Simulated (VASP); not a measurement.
Here is a VASP 6.6.1 calculation.

The input INCAR:

```
SYSTEM = Rb
ALGO = Normal ; EDIFF = 1E-6
ENCUT = 520 ; GGA = RP
ISIF = 2 ; ISMEAR = 1
IVDW = 13 ; LASPH = .True.
LCHARG = .False. ; LREAL = .False.
LWAVE = .False. ; NBANDS = 10
NELM = 60 ; PREC = Accurate
SIGMA = 0.01
```

File KPOINTS:

```
k-points
0
Gamma
  7 7 7
  0 0 0
```

Contents of POSCAR:

```
Rb
1.0
   -2.8025000000      2.8025000000      2.8025000000
    2.8025000000     -2.8025000000      2.8025000000
    2.8025000000      2.8025000000     -2.8025000000
Rb
1
Direct
    0.0000000000      0.0000000000      0.0000000000
```

Potentials or basis: VASP PAW PBE potentials, release 64 (Rb_sv).

Command:

```sh
$ cat potpaw_PBE.64/Rb_sv/POTCAR > POTCAR
$ mpirun -np 1 vasp_std > vasp.out
```

(1) Predict the dispersion energy per atom.

(2) What does it give for the band gap on the k mesh?

(3) What does it give for the pressure?

Results:

(1) -0.112 eV.

(2) zero (an odd number of electrons rules out a gap without spin polarisation).

(3) 0.2 GPa.

Caveat: the PAW data sets were made with another functional, which shifts forces and pressure a little.
